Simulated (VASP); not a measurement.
**TiC: single point with PBEsol**

TiC:

```
CELL_PARAMETERS angstrom
0.00000 2.16400 2.20728
2.16400 0.00000 2.20728
2.16400 2.16400 0.00000
ATOMIC_POSITIONS crystal
Ti 0.00000 0.00000 0.00000
C 0.50000 0.50000 0.50000
```

This cell differs from its parent crystal: zz strain of +2 %.

```yaml
Program: VASP 6.6.1
Task: single point
Functional: PBEsol
Potentials_or_basis: VASP PAW PBE potentials, release 64 (Ti_sv, C)
Cutoff: 520 eV
k_mesh: 16 × 16 × 16
Occupations: fermi-dirac, width 0.03 eV
Spin: no spin polarisation
Dipole_correction: no
Further_INCAR_settings: ALGO = Normal; EDIFF = 1e-07; NBANDS = 15
```

```json
{"Pressure": "-10.3 GPa", "Band gap on the k mesh": "zero (band 8 reaches 9.81 eV, above the bottom of band 9 at 8.63 eV)"}
```

Stress tensor (GPa, compression positive):
```
 -8.16   0.00   0.00
  0.00  -8.16   0.00
  0.00   0.00 -14.66
```

Levels at points of the mesh, in eV from the Fermi level:
```
           k point  band 6  band 7  band 8  band 9  band 10  band 11
(0.00, 0.00, 0.00)    0.58    0.72    0.72    1.62     1.65     1.72
(0.50, 0.00, 0.00)   -5.78   -2.85   -2.81    2.82     2.91     4.03
(0.50, 0.50, 0.00)   -3.55   -1.58    0.07    0.07     2.68     3.44
(0.50, 0.00, 0.50)   -3.34   -1.61   -0.07   -0.07     2.68     3.39
```

It took 67 s on 1 thread of Intel(R) Xeon(R) Platinum 8488C (Sapphire Rapids), on a shared host, peak memory 0.22 GiB.

Caveat: the cell differs from its parent crystal (zz strain of +2 %); the PAW data sets were made with another functional, which shifts forces and pressure a little.
